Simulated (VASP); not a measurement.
# C (P6_3/mmc) in VASP: settings compared, part 2 of 2

VASP 6.6.1.

## 5. Relaxation of cell and atoms, PBE

This run uses another cell than the first one, of 5.71 Å³/atom.

INCAR reads:

```
  PREC = Accurate
  ENCUT = 600
  EDIFF = 1E-7
  ISMEAR = 0
  SIGMA = 0.02
  LREAL = F
  LASPH = T
  NELM = 60
  ALGO = Normal
  ISIF = 3
  LWAVE = F
  LCHARG = F
  GGA = PE
  IBRION = 2
  NSW = 100
  EDIFFG = -0.01
```

KPOINTS reads:

```
Automatic mesh
0
Gamma
  12 12 6
```

POSCAR reads:

```
C
1.0
    2.5114637647      0.0000000000      0.0000000000
   -1.2557318824      2.1749914209      0.0000000000
    0.0000000000      0.0000000000      4.1800402476
C
4
Direct
    0.3333333333      0.6666666667      0.0627248262
    0.6666666667      0.3333333333      0.5627248262
    0.6666666667      0.3333333333      0.9372751738
    0.3333333333      0.6666666667      0.4372751738
```

Potentials or basis: VASP PAW PBE potentials, release 64 (C).

Command:

```console
> cat potpaw_PBE.64/C/POTCAR > POTCAR
> mpirun -np 1 vasp_std > vasp.out
```

OUTCAR:

```text
PREC = Accurate
   ENCUT = 600
   EDIFF = 1E-7
   ISMEAR = 0
   LREAL = F
   LASPH = T
   NELM = 60
   ISIF = 3
   GGA = PE
   IBRION = 2
   NSW = 100
   EDIFFG = -0.01

 ion  position               nearest neighbor table
   1  0.333  0.667  0.063-   3 1.54   3 1.54   3 1.54   4 1.57
   2  0.667  0.333  0.563-   4 1.54   4 1.54   4 1.54   3 1.57
   3  0.667  0.333  0.937-   1 1.54   1 1.54   1 1.54   2 1.57
   4  0.333  0.667  0.437-   2 1.54   2 1.54   2 1.54   1 1.57

  LATTYP: Found a hexagonal cell.
 ALAT       =     2.5114637647
 C/A-ratio  =     1.6643840562

  Lattice vectors:

 A1 = (   2.5114637647,   0.0000000000,   0.0000000000)
 A2 = (  -1.2557318824,   2.1749914209,   0.0000000000)
 A3 = (   0.0000000000,   0.0000000000,   4.1800402476)

Analysis of symmetry for initial positions (statically):
=====================================================================
 Subroutine PRICEL returns:
 Original cell was already a primitive cell.

 Routine SETGRP: Setting up the symmetry group for a
 hexagonal supercell.

 Subroutine GETGRP returns: Found 24 space group operations
[... 191 lines left out ...]
     10      14.8835      0.00000
     11      15.2501      0.00000
     12      17.9734      0.00000
[... 331 lines left out ...]
 k-point    24 :       0.3333    0.0000    0.1667
  band No.  band energies     occupation
      1      -8.8970      2.00000
      2      -4.8152      2.00000
      3      -1.1831      2.00000
      4       0.4868      2.00000
      5       2.6758      2.00000
      6       4.2756      2.00000
      7       6.3364      2.00000
      8       7.0672      2.00000
      9      14.6660      0.00000
     10      16.9824      0.00000
     11      18.1598      0.00000
     12      18.4520      0.00000

 [... further k-points ...]

------------------------ aborting loop because EDIFF is reached ----------------------------------------

  FORCE on cell =-STRESS in cart. coord.  units (eV):
  Direction    XX          YY          ZZ          XY          YZ          ZX
  --------------------------------------------------------------------------------------
  -------------------------------------------------------------------------------------
  Total        0.0099936      0.0099936      0.0019456     -0.0000000      0.0000000      0.0000000
  in kB        0.7012400      0.7012400      0.1365217     -0.0000000      0.0000000      0.0000000
  external PRESSURE =       0.5130005 kB  Pullay stress =       0.0000000 kB

 VOLUME and BASIS-vectors are now :
 -----------------------------------------------------------------------------
  energy-cutoff  :      600.00
  volume of cell :       22.83
      direct lattice vectors                 reciprocal lattice vectors
     2.511463765  0.000000000  0.000000000     0.398174170  0.229885964  0.000000000
    -1.255731882  2.174991421  0.000000000     0.000000000  0.459771928  0.000000000
     0.000000000  0.000000000  4.180040248     0.000000000  0.000000000  0.239232146

 POSITION                                       TOTAL-FORCE (eV/Angst)
 -----------------------------------------------------------------------------------
     -0.00000      1.44999      0.26219         0.000000      0.000000      0.005854
      1.25573      0.72500      2.35221        -0.000000      0.000000      0.005854
      1.25573      0.72500      3.91785        -0.000000     -0.000000     -0.005854
     -0.00000      1.44999      1.82783         0.000000      0.000000     -0.005854
 -----------------------------------------------------------------------------------
    total drift:                               -0.000000      0.000000      0.000000

  FREE ENERGIE OF THE ION-ELECTRON SYSTEM (eV)
  ---------------------------------------------------
  free  energy   TOTEN  =       -36.2824104114 eV

  energy  without entropy=      -36.2824104114  energy(sigma->0) =      -36.28241041

 reached required accuracy - stopping structural energy minimisation
```

It took 23 s on 1 thread of Intel Xeon Platinum 8488C (Sapphire Rapids), shared host; peak memory 0.14 GiB.

What came out:

```
Free energy                  : -36.2824 eV
Pressure after relaxing      : 0.1 GPa
Largest force after relaxing : 0.006 eV/Å
Band gap on the k mesh       : 3.34 eV (least direct gap 4.96 eV)
```

Forces on the atoms (eV/Å):
```
C    0.000  0.000  0.006
C    0.000  0.000  0.006
C    0.000  0.000 -0.006
C    0.000  0.000 -0.006
```

Final structure:
```
CELL_PARAMETERS angstrom
2.51146 0.00000 0.00000
-1.25573 2.17499 0.00000
0.00000 0.00000 4.18004
ATOMIC_POSITIONS crystal
C 0.33333 0.66667 0.06272
C 0.66667 0.33333 0.56272
C 0.66667 0.33333 0.93728
C 0.33333 0.66667 0.43728
```

Levels at points of the mesh, in eV from the valence-band top:
```csv
k point,band 6,band 7,band 8,band 9,band 10,band 11
"(0.00, 0.00, 0.00)",-0.47,0.00,0.00,4.96,4.96,5.33
"(0.50, 0.00, 0.00)",-6.42,-5.90,-3.12,4.48,8.09,8.28
"(0.00, 0.00, 0.50)",-1.83,-1.83,-1.83,7.23,7.23,7.23
"(0.50, 0.00, 0.50)",-5.06,-4.79,-4.79,5.88,5.88,6.49
```

Caveat: the relaxation stopped at its first step, so nothing moved. A k mesh can miss the band edges.

## 6. Overview

```tsv
task	level	cell	cutoff (eV)	smearing	gap on the mesh (eV)	pressure (GPa)
single point	PBE+D3(BJ)	a = 2.503, b = 2.503, c = 4.166 Å, angles 90.0, 90.0, 120.0°, 4 atoms	600	tetrahedron	3.30	-0.8
single point	PBE+D3(BJ)	a = 2.511, b = 2.511, c = 4.180 Å, angles 90.0, 90.0, 120.0°, 4 atoms	600	tetrahedron	3.34	-5.3
single point	PBE	a = 2.511, b = 2.511, c = 4.180 Å, angles 90.0, 90.0, 120.0°, 4 atoms	520	gaussian 0.02 eV	3.34	0.7
relaxation of cell and atoms	PBE	relaxed from a = 2.511, b = 2.511, c = 4.180 Å, angles 90.0, 90.0, 120.0°, 4 atoms	600	gaussian 0.02 eV	3.34	0.1
```

Alike in all rows: potentials or basis VASP PAW PBE potentials, release 64 (C); no spin polarisation; k mesh 12 × 12 × 6.

Caveats: three body term missing (at least some runs); the cell stands under tension (at least some runs); the relaxation stopped at its first step, so nothing moved (at least some runs).

Absolute energies hang on the potentials; compare differences alone.
